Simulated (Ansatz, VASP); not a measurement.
**Si: VASP beside Ansatz**

```
CELL_PARAMETERS angstrom
0.00000 2.69479 2.81696
2.69479 0.00000 2.81696
2.69479 2.69479 0.00000
ATOMIC_POSITIONS crystal
Si 0.00000 0.00000 0.00000
Si 0.25000 0.25000 0.25000
```

Change from the starting cell: z stretched by +3 % at fixed volume.

Alike in both runs: task single point; functional PBE; k mesh 13 × 13 × 13; occupations fermi-dirac, width 0.05 eV; no spin polarisation.

```csv
,VASP,Ansatz
version,VASP 6.6.1,Ansatz 0.2.0
potentials or method,"VASP PAW PBE potentials, release 64 (Si), cutoff 520 eV","all-electron LAPW, scalar-relativistic"
```

```csv
,VASP,Ansatz,Ansatz less VASP
pressure (GPa),-0.1,-0.1,+0.05
"traceless stress, the component that is largest in VASP (GPa)",-3.05,-3.05,+0.006
```

Ansatz ran all-electron here, and VASP with PAW potentials.
